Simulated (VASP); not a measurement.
Wanted: the native input for a VASP 6.6.1 run.

| Property | Result |
| --- | --- |
| Task | single point |
| Functional | PBE |
| Potentials or basis | VASP PAW PBE potentials, release 64 (Ga_d, P) |
| Cutoff | 520 eV |
| k mesh | 10 × 10 × 10 |
| Occupations | methfessel-paxton, width 0.4 eV |
| Spin | no spin polarisation |
| Dipole correction | no |
| Further INCAR settings | ALGO = Normal; EDIFF = 1e-07; NBANDS = 16 |

The structure of GaP lies in POSCAR:

```
GaP
1.0
    0.0000000000      3.0591436934      2.1628145913
    3.0591436934      0.0000000000      2.1628145913
    3.0591436934      3.0591436934      0.0000000000
Ga P
1 1
Direct
    0.0000000000      0.0000000000      0.0000000000
    0.7500000000      0.7500000000      0.7500000000
```

This cell differs from its parent crystal: ratio of the length along z to the lengths across it x 0.707, volume and fractional coordinates fixed.

One way to write it, as run:

INCAR

```
SYSTEM = GaP
PREC     = Accurate       ! precision mode
ENCUT    = 520            ! plane-wave cutoff, eV
EDIFF    = 1E-7           ! SCF threshold, eV
ISMEAR   = 1              ! smearing method
SIGMA    = 0.4            ! smearing width, eV
LREAL    = .FALSE.        ! projectors in reciprocal space
LASPH    = .TRUE.         ! aspherical terms in the spheres
NELM     = 80             ! most SCF steps
ALGO     = Normal         ! electronic algorithm
ISIF     = 2              ! what is computed and relaxed
LWAVE    = .FALSE.        ! write WAVECAR
LCHARG   = .FALSE.        ! write CHGCAR
GGA      = PE             ! functional
NBANDS   = 16             ! bands
```

KPOINTS

```
regular mesh
0
G
  10 10 10
  0 0 0
```

Potentials or basis: VASP PAW PBE potentials, release 64 (Ga_d, P).

Run with:

```bash
$ cat potpaw_PBE.64/Ga_d/POTCAR potpaw_PBE.64/P/POTCAR > POTCAR
$ mpirun -np 1 vasp_std > vasp.out
```

It gave:

* Pressure: -0.7 GPa
* Band gap on the k mesh: zero (band 9 reaches 5.46 eV, above the bottom of band 10 at 4.29 eV)

Run time: 58 s on 1 thread of Intel(R) Xeon(R) Platinum 8488C (Sapphire Rapids), with other jobs on the host, peak memory 0.2 GiB.
